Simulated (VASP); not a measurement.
AgCl, 2 atoms in the cell. Symmetry: Cmmm, No. 65, orthorhombic system. Conventional cell: a = 4.703 Å, b = 4.901 Å, c = 3.396 Å, α = 90.00°, β = 90.00°, γ = 90.00°. Ag (site symmetry mmm) has 8 Cl at 2.90 to 2.98 Å and 6 Ag at 3.40 Å within 3.8 Å. Cl (site symmetry mmm) has 8 Ag at 2.90 to 2.98 Å and 6 Cl at 3.40 Å within 3.8 Å.  This cell differs from its parent crystal: shear xy strain +4.1%.

| Item | Value |
| --- | --- |
| Program | VASP 6.6.1 |
| Task | single point |
| Functional | HSE06 |
| Potentials or basis | VASP PAW PBE potentials, release 64 (Ag, Cl) |
| Cutoff | 400 eV |
| k mesh | 6 × 6 × 6 |
| Occupations | gaussian, width 0.01 eV |
| Spin | no spin polarisation |
| Dipole correction | no |
| Grid for exact exchange (PRECFOCK) | Normal |
| Further INCAR settings | ALGO = Normal; EDIFF = 1e-06; NBANDS = 16 |
| Share of exact exchange | 0.25 |
| Screening parameter | 0.2079 1/Å |

Potentials or basis: VASP PAW PBE potentials, release 64 (Ag, Cl).

The run is started by

```bash
$ cat potpaw_PBE.64/Ag/POTCAR potpaw_PBE.64/Cl/POTCAR > POTCAR
$ cp INCAR.step1 INCAR
$ mpirun -np 1 vasp_std > vasp.out
$ cp INCAR.step2 INCAR
$ mpirun -np 1 vasp_std > vasp.out
```

Hardware: 1 thread of Intel(R) Xeon(R) Platinum 8488C (Sapphire Rapids) (shared host).

Question: Estimate the wall time of this run.

Answer: Run time: 41 min on 1 thread of Intel(R) Xeon(R) Platinum 8488C (Sapphire Rapids), on a shared host, peak memory 0.27 GiB. Counts: k points 52.
